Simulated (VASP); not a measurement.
# Sn23O48 (a cell with a defect) in VASP: single point with PBEsol

Aim: the single point of Sn23O48 (a cell with a defect) with PBEsol.

All numbers are computed with VASP 6.6.1; they aren't measurements. Logs are shortened: lines on timing, memory, paths and dates and some standing lists are left out, and cuts for length are marked.

## 1. The cell of the first run

The cell holds a defect, 71 atoms: a = 9.538 Å, b = 9.538 Å, c = 9.636 Å, α = 90.00°, β = 90.00°, γ = 90.00°.

## 2. Single point, PBEsol

INCAR reads:

```
SYSTEM = Sn23O48
  PREC = Accurate
  ENCUT = 520
  EDIFF = 1E-7
  ISMEAR = -1
  SIGMA = 0.05
  LREAL = Auto
  LASPH = .TRUE.
  NELM = 60
  ALGO = Normal
  ISIF = 2
  LWAVE = .FALSE.
  LCHARG = .FALSE.
  GGA = PS
  NELECT = 614.0
  ISYM = 0
  NBANDS = 346
  NCORE = 4
```

KPOINTS reads:

```
Automatic mesh
0
Gamma
  1 1 1
  0.25 0.25 0.25
```

POSCAR reads:

```
Sn23O48
1.0
    9.5380920000      0.0000000000      0.0000000000
    0.0000000000      9.5380920000      0.0000000000
    0.0000000000      0.0000000000      9.6363030000
Sn O
23 48
Direct
    0.9998170000      0.9997860000      0.0009860000
    0.9998040000      0.9997850000      0.3334910000
    0.9997840000      0.9997570000      0.6659970000
    0.9998040000      0.4997720000      0.9998060000
    0.9997810000      0.4997750000      0.3334910000
    0.9997840000      0.4997630000      0.6671750000
    0.4997950000      0.9997810000      0.9998070000
    0.4997980000      0.9997530000      0.3334900000
    0.4997880000      0.9997640000      0.6671740000
    0.4998780000      0.4998480000      0.0088640000
    0.4997160000      0.4996890000      0.6581300000
    0.2545730000      0.2545520000      0.1709210000
    0.2545230000      0.2545030000      0.4962720000
    0.2490230000      0.2489970000      0.8335940000
    0.2532480000      0.7463800000      0.1661130000
    0.2531680000      0.7463130000      0.5008750000
    0.2520870000      0.7474890000      0.8334910000
    0.7464090000      0.2532210000      0.1661120000
    0.7463320000      0.2531520000      0.5008730000
    0.7475100000      0.2520560000      0.8334930000
    0.7450920000      0.7450680000      0.1707020000
    0.7450330000      0.7450070000      0.4960640000
    0.7505620000      0.7505400000      0.8333880000
    0.1533310000      0.1532890000      0.0021990000
    0.1493720000      0.1493550000      0.3335490000
    0.1532880000      0.1532460000      0.6649810000
    0.1441800000      0.6588430000      0.9968200000
    0.1465610000      0.6577570000      0.3334820000
    0.1439210000      0.6590430000      0.6702210000
    0.6588850000      0.1441340000      0.9968230000
    0.6578000000      0.1465160000      0.3334780000
    0.6590800000      0.1438860000      0.6702160000
    0.6550400000      0.6550000000      0.9980430000
    0.6564670000      0.6563990000      0.3332980000
    0.6549370000      0.6549010000      0.6687080000
    0.3446500000      0.3446420000      0.9982650000
    0.3431490000      0.3431720000      0.3336730000
    0.3445540000      0.3445400000      0.6689510000
    0.3405170000      0.8556420000      0.9967780000
    0.3417910000      0.8530010000      0.3335070000
    0.3407080000      0.8554020000      0.6701530000
    0.8556460000      0.3405110000      0.9967760000
    0.8530180000      0.3417790000      0.3335040000
    0.8553940000      0.3407060000      0.6701540000
    0.8463100000      0.8462950000      0.0019860000
    0.8502000000      0.8502420000      0.3334370000
    0.8462620000      0.8462530000      0.6647960000
    0.0960870000      0.4041610000      0.1656590000
    0.0959830000      0.4040940000      0.5013680000
    0.0996180000      0.4056240000      0.8334900000
    0.0978260000      0.9016820000      0.1655490000
    0.0978450000      0.9017060000      0.5014330000
    0.0961080000      0.9034620000      0.8334920000
    0.6030620000      0.3969310000      0.1535330000
    0.6025730000      0.3964440000      0.5134630000
    0.5957490000      0.4038170000      0.8334960000
    0.5954630000      0.9035560000      0.1656060000
    0.5953880000      0.9034440000      0.5013290000
    0.5939200000      0.8999300000      0.8334900000
    0.4042000000      0.0960830000      0.1656630000
    0.4041300000      0.0959780000      0.5013630000
    0.4056600000      0.0996090000      0.8334930000
    0.3969950000      0.6030810000      0.1535170000
    0.3964720000      0.6025730000      0.5134860000
    0.4038640000      0.5957470000      0.8334960000
    0.9017350000      0.0978270000      0.1655430000
    0.9017480000      0.0978440000      0.5014390000
    0.9035050000      0.0960970000      0.8334920000
    0.9036130000      0.5954730000      0.1656070000
    0.9034880000      0.5953880000      0.5013290000
    0.8999600000      0.5939080000      0.8334920000
```

Potentials or basis: VASP PAW PBE potentials, release 64 (Sn_d, O).

On the command line:

```
$ cat potpaw_PBE.64/Sn_d/POTCAR potpaw_PBE.64/O/POTCAR > POTCAR
$ mpirun -np 4 vasp_std > vasp.out
```

OUTCAR:

```text
SYSTEM = Sn23O48
   PREC = Accurate
   ENCUT = 520
   EDIFF = 1E-7
   ISMEAR = -1
   LREAL = Auto
   LASPH = .TRUE.
   NELM = 60
   ISIF = 2
   GGA = PS
   NELECT = 614.0
   ISYM = 0

 ion  position               nearest neighbor table
   1  1.000  1.000  0.001-  66 2.06  51 2.06  45 2.07  24 2.07  53 2.07  68 2.07   2 3.20   3 3.23
                            14 3.73  23 3.73
   2  1.000  1.000  0.333-  25 2.02  46 2.02  52 2.09  66 2.09  51 2.09  67 2.09   1 3.20   3 3.20

   3  1.000  1.000  0.666-  52 2.06  67 2.06  26 2.07  47 2.07  53 2.07  68 2.07   2 3.20   1 3.23
                            23 3.73  14 3.73
   4  1.000  0.500  1.000-  42 2.05  27 2.05  69 2.06  48 2.06  50 2.07  71 2.07   6 3.21   5 3.22
                            14 3.73  18 3.73  17 3.73  20 3.73  23 3.73  15 3.73  21 3.75  12 3.75
   5  1.000  0.500  0.333-  43 2.06  28 2.06  70 2.07  48 2.07  69 2.07  49 2.07   6 3.22   4 3.22
                            22 3.72  12 3.72  21 3.72  13 3.72  18 3.74  16 3.74  15 3.74  19 3.74
   6  1.000  0.500  0.667-  29 2.05  44 2.05  49 2.06  70 2.06  71 2.07  50 2.07   4 3.21   5 3.22
                            23 3.73  16 3.73  20 3.73  17 3.73  14 3.73  19 3.73  13 3.75  22 3.75
   7  0.500  1.000  1.000-  39 2.05  30 2.05  57 2.06  60 2.06  62 2.07  59 2.07   9 3.21   8 3.22
                            14 3.73  15 3.73  20 3.73  17 3.73  23 3.73  18 3.73  21 3.75  12 3.75
   8  0.500  1.000  0.333-  40 2.06  31 2.06  58 2.07  60 2.07  57 2.07  61 2.07   7 3.22   9 3.22
                            22 3.72  12 3.72  21 3.72  13 3.72  15 3.74  19 3.74  16 3.74  18 3.74
   9  0.500  1.000  0.667-  32 2.05  41 2.05  61 2.06  58 2.06  59 2.07  62 2.07   7 3.21   8 3.22
[... 63 lines left out ...]
  58  0.595  0.903  0.501-   9 2.06   8 2.07  22 2.08
  59  0.594  0.900  0.833-  23 2.06   9 2.07   7 2.07
  60  0.404  0.096  0.166-   7 2.06   8 2.07  12 2.08
  61  0.404  0.096  0.501-   9 2.06   8 2.07  13 2.08
  62  0.406  0.100  0.833-  14 2.06   7 2.07   9 2.07
  63  0.397  0.603  0.154-  15 1.94  10 1.97
  64  0.396  0.603  0.513-  16 1.94  11 1.97
  65  0.404  0.596  0.833-  17 2.05  11 2.13  10 2.13
  66  0.902  0.098  0.166-   1 2.06   2 2.09  18 2.10
  67  0.902  0.098  0.501-   3 2.06   2 2.09  19 2.10
  68  0.904  0.096  0.833-   3 2.07   1 2.07  20 2.10
  69  0.904  0.595  0.166-   4 2.06   5 2.07  21 2.08
  70  0.903  0.595  0.501-   6 2.06   5 2.07  22 2.08
  71  0.900  0.594  0.833-  23 2.06   6 2.07   4 2.07

IMPORTANT INFORMATION: All symmetrisations will be switched off!
NOSYMM: (Re-)initialisation of all symmetry stuff for point group C_1.

----------------------------------------------------------------------------------------

                                     Primitive cell

  volume of cell :     876.6646

  direct lattice vectors                    reciprocal lattice vectors
     9.538092000  0.000000000  0.000000000     0.104842771  0.000000000  0.000000000
     0.000000000  9.538092000  0.000000000     0.000000000  0.104842771  0.000000000
     0.000000000  0.000000000  9.636303000     0.000000000  0.000000000  0.103774238

  length of vectors
     9.538092000  9.538092000  9.636303000     0.104842771  0.104842771  0.103774238

  position of ions in fractional coordinates (direct lattice)
     0.999817000  0.999786000  0.000986000
     0.999804000  0.999785000  0.333491000
     0.999784000  0.999757000  0.665997000
     0.999804000  0.499772000  0.999806000
     0.999781000  0.499775000  0.333491000
     0.999784000  0.499763000  0.667175000
[... 63 lines left out ...]
     0.903488000  0.595388000  0.501329000
     0.899960000  0.593908000  0.833492000

  ion indices of the primitive-cell ions
   primitive index   ion index
                 1           1
                 2           2
                 3           3
                 4           4
                 5           5
                 6           6
[... 63 lines left out ...]
                70          70
                71          71

----------------------------------------------------------------------------------------

 KPOINTS: Automatic mesh

Automatic generation of k-mesh.
 Grid dimensions read from file:
 generate k-points for:    1    1    1

 Generating k-lattice:

  Cartesian coordinates                     Fractional coordinates (reciprocal lattice)
     0.104842771  0.000000000  0.000000000     1.000000000  0.000000000  0.000000000
     0.000000000  0.104842771  0.000000000     0.000000000  1.000000000  0.000000000
     0.000000000  0.000000000  0.103774238     0.000000000  0.000000000  1.000000000

  Length of vectors
     0.104842771  0.104842771  0.103774238

  Shift w.r.t. Gamma in fractional coordinates (k-lattice)
     0.250000000  0.250000000  0.250000000

 Subroutine IBZKPT returns following result:
 ===========================================

 Found      4 irreducible k-points:

 Following reciprocal coordinates:
            Coordinates               Weight
  0.250000  0.250000  0.250000      2.000000
 -0.250000  0.250000  0.250000      2.000000
 -0.250000 -0.250000  0.250000      2.000000
  0.250000 -0.250000  0.250000      2.000000
   k-points           NKPTS =      4   k-points in BZ     NKDIM =      4   number of bands    NBANDS=    346
   number of dos      NEDOS =    301   number of ions     NIONS =     71
   total plane-waves  NPLWV = 373248
   dimension x,y,z NGX =    72 NGY =   72 NGZ =   72
   dimension x,y,z NGXF=   144 NGYF=  144 NGZF=  144
   ions per type =              23  48
   NGX,Y,Z   is equivalent  to a cutoff of  12.55, 12.55, 12.42 a.u.
   NGXF,Y,Z  is equivalent  to a cutoff of  25.10, 25.10, 24.84 a.u.
 SYSTEM =  Sn23O48
   PREC   = accura    normal or accurate (medium, high low for compatibility)
   ISTART =      0    job   : 0-new  1-cont  2-samecut
   ICHARG =      2    charge: 1-file 2-atom 10-const
   ISPIN  =      1    spin polarized calculation?
   LNONCOLLINEAR =      F non collinear calculations
   LSORBIT =      F    spin-orbit coupling
   LASPH  =      T    aspherical Exc in radial PAW
   ENCUT  =  520.0 eV  38.22 Ry    6.18 a.u.  17.73 17.73 17.92*2*pi/ulx,y,z
   NELM   =     60;   NELMIN=  2; NELMDL= -5     # of ELM steps
   EDIFF  = 0.1E-06   stopping-criterion for ELM
   LREAL  =      T    real-space projection
   EDIFFG = 0.1E-05   stopping-criterion for IOM
   NSW    =      0    number of steps for IOM
   IBRION =     -1    ionic relax: 0-MD 1-quasi-New 2-CG
   NFREE  =      0    steps in history (QN), initial steepest desc. (CG)
   ISIF   =      2    stress and relaxation
   ISYM   =      0    0-nonsym 1-usesym 2-fastsym
   POTIM  = 0.5000    time-step for ionic-motion
   TEBEG  =    0.0;   TEEND  =   0.0 temperature during run
   PSTRESS=    0.0 pullay stress
   NELECT =     614.0000    total number of electrons
   NUPDOWN=      -1.0000    fix difference up-down
   EMIN   =  10.00;   EMAX   =-10.00  energy-range for DOS
   EFERMI =   0.00;   METHOD = LEGACY
   ISMEAR =    -1;   SIGMA  =   0.05  broadening in eV -4-tet -1-fermi 0-gaus
   EFERMI_NEDOS =   21; number of points for ismear=-14 and -15
   IALGO  =     38    algorithm
   IMIX   =      4    mixing-type and parameters
     AMIX     =   0.40;   BMIX     =  1.00
     AMIX_MAG =   1.60;   BMIX_MAG =  1.00
  volume/ion in A,a.u.               =      12.35        83.32
  Fermi-wavevector in a.u.,A,eV,Ry     =   1.453851  2.747379 28.758386  2.113682
  Thomas-Fermi vector in A             =   2.571069
   LORBIT       =      0    0 simple, 1 ext, 2 COOP (PROOUT), +10 PAW based schemes
   GGA     = PS    functional components
   LHFCALC =     F    Hartree Fock is set to
   AEXX    =    0.0000 exact exchange contribution
   IVDW    =     0    specifies the selected vdW correction
   LEPSILON=     F    determine dielectric tensor
   LRPA    =     F    only Hartree local field effects (RPA)
 non-spin polarized calculation
  energy-cutoff  :      520.00
  volume of cell :      876.66
 maximum number of plane-waves:     23594
 NGX is ok and might be reduce to    70
   NGX = 35   NGY = 35   NGZ = 35

 number of electron     614.0000058 magnetization

 Free energy of the ion-electron system (eV)
  ---------------------------------------------------
  ext. energy  EPLUGINS =         0.00000000
  ---------------------------------------------------
  free energy    TOTEN  =      -437.12582742 eV

  energy without entropy =     -437.12582732  energy(sigma->0) =     -437.12582737

 E-fermi :   6.6839     XC(G=0): -11.3373

 val. band max:        5.7853161348   @ k =   0.2500  -0.2500   0.2500
 cond. band min:       7.5533834449   @ k =  -0.2500  -0.2500   0.2500
 fundamental gap:      1.7680673101
 Fermi energy:         6.6839331573

 k-point     1 :       0.2500    0.2500    0.2500
  band No.  band energies     occupation
      1     -15.8137      2.00000
      2     -15.7511      2.00000
      3     -15.6655      2.00000
      4     -15.6516      2.00000
      5     -15.6206      2.00000
      6     -15.6094      2.00000
[... 1277 lines left out ...]
    318      10.3205      0.00000
    319      10.3889      0.00000
 [bands above 319 left out]

------------------------ aborting loop because EDIFF is reached ----------------------------------------

  FORCE on cell =-STRESS in cart. coord.  units (eV):
  Direction    XX          YY          ZZ          XY          YZ          ZX
  --------------------------------------------------------------------------------------
  -------------------------------------------------------------------------------------
  Total       57.8668740     57.8428605     54.2588839      1.3107326     -0.0332449     -0.0367661
  in kB      105.7565180    105.7126312     99.1626164      2.3954726     -0.0607579     -0.0671931
  external PRESSURE =     103.5439219 kB  Pullay stress =       0.0000000 kB

 VOLUME and BASIS-vectors are now :
 -----------------------------------------------------------------------------
  energy-cutoff  :      520.00
  volume of cell :      876.66
      direct lattice vectors                 reciprocal lattice vectors
     9.538092000  0.000000000  0.000000000     0.104842771  0.000000000  0.000000000
     0.000000000  9.538092000  0.000000000     0.000000000  0.104842771  0.000000000
     0.000000000  0.000000000  9.636303000     0.000000000  0.000000000  0.103774238

 POSITION                                       TOTAL-FORCE (eV/Angst)
 -----------------------------------------------------------------------------------
      9.53635      9.53605      0.00950         0.001933      0.000897     -0.008201
      9.53622      9.53604      3.21362         0.004723      0.005741     -0.002341
      9.53603      9.53577      6.41775        -0.000021     -0.000902      0.007305
      9.53622      4.76687      9.63443         0.007303      0.004587      0.005345
      9.53600      4.76690      3.21362         0.006511      0.004733     -0.001827
      9.53603      4.76679      6.42910        -0.000854      0.003994     -0.000178
[... 63 lines left out ...]
      8.61755      5.67887      4.83096        -0.012252      0.022447      0.001420
      8.58390      5.66475      8.03178        -0.014411      0.017396     -0.000578
 -----------------------------------------------------------------------------------
    total drift:                                0.026392      0.025302     -0.013157

  FREE ENERGIE OF THE ION-ELECTRON SYSTEM (eV)
  ---------------------------------------------------
  free  energy   TOTEN  =      -437.1258274228 eV

  energy  without entropy=     -437.1258273240  energy(sigma->0) =     -437.12582737
```

Run time: 19 min. Hardware: 4 MPI ranks of Oxide Virtual Turin-like, shared host; peak memory 0.39 GiB.

What came out:

```yaml
Free_energy: -437.1258 eV
Largest_force: 0.079 eV/Å
```

Forces on the atoms (eV/Å):
```
Sn   0.002  0.001 -0.008
Sn   0.005  0.006 -0.002
Sn   0.000 -0.001  0.007
Sn   0.007  0.005  0.005
Sn   0.007  0.005 -0.002
Sn  -0.001  0.004  0.000
Sn   0.005  0.006  0.005
Sn   0.006  0.004 -0.002
Sn   0.003  0.000 -0.001
Sn  -0.007 -0.006  0.007
Sn   0.002  0.003 -0.006
Sn   0.009  0.010 -0.008
Sn   0.005  0.006  0.012
Sn   0.011  0.013  0.004
Sn  -0.005  0.000  0.008
Sn  -0.003  0.003 -0.008
Sn  -0.004  0.002 -0.002
Sn  -0.001 -0.005  0.008
Sn   0.003 -0.002 -0.008
Sn   0.002 -0.003 -0.003
Sn  -0.008 -0.007 -0.012
Sn  -0.015 -0.013  0.010
Sn  -0.015 -0.015 -0.006
O    0.000  0.000  0.008
O   -0.017 -0.018  0.000
O   -0.002 -0.001 -0.008
O   -0.016  0.008 -0.006
O   -0.018  0.007 -0.002
O   -0.011  0.003  0.002
O    0.008 -0.015 -0.006
O    0.007 -0.017 -0.002
O    0.003 -0.011  0.002
O   -0.005 -0.006 -0.011
O   -0.055 -0.055  0.016
O   -0.004 -0.004  0.017
O    0.003  0.003 -0.018
O    0.054  0.055 -0.014
O    0.004  0.004  0.013
O   -0.002  0.012 -0.002
O   -0.009  0.015  0.001
O   -0.006  0.017  0.004
O    0.012 -0.002 -0.002
O    0.015 -0.009  0.001
O    0.017 -0.005  0.005
O    0.001  0.001  0.012
O    0.016  0.015  0.002
O    0.002  0.002 -0.006
O    0.013 -0.025 -0.002
O    0.016 -0.023  0.004
O    0.013 -0.020 -0.001
O    0.021 -0.020  0.006
O    0.022 -0.021 -0.006
O    0.015 -0.015 -0.001
O   -0.013  0.008  0.019
O   -0.010  0.012 -0.019
O   -0.009  0.008  0.000
O    0.023 -0.016 -0.003
O    0.023 -0.013  0.001
O    0.018 -0.015  0.000
O   -0.025  0.013 -0.002
O   -0.023  0.016  0.004
O   -0.019  0.013 -0.001
O    0.008 -0.014  0.020
O    0.012 -0.009 -0.019
O    0.008 -0.010  0.000
O   -0.021  0.021  0.006
O   -0.021  0.022 -0.006
O   -0.015  0.015 -0.001
O   -0.017  0.022 -0.004
O   -0.012  0.022  0.001
O   -0.014  0.017 -0.001
```

Caveat: the cell carries a net charge on a neutralising background, which shifts energy and pressure; the cell is charged against a uniform background, so pressure and absolute levels hang on convention; the PAW data sets were made with another functional, which shifts forces and pressure a little; spin-orbit coupling is left out, which moves the levels of the heavy elements.
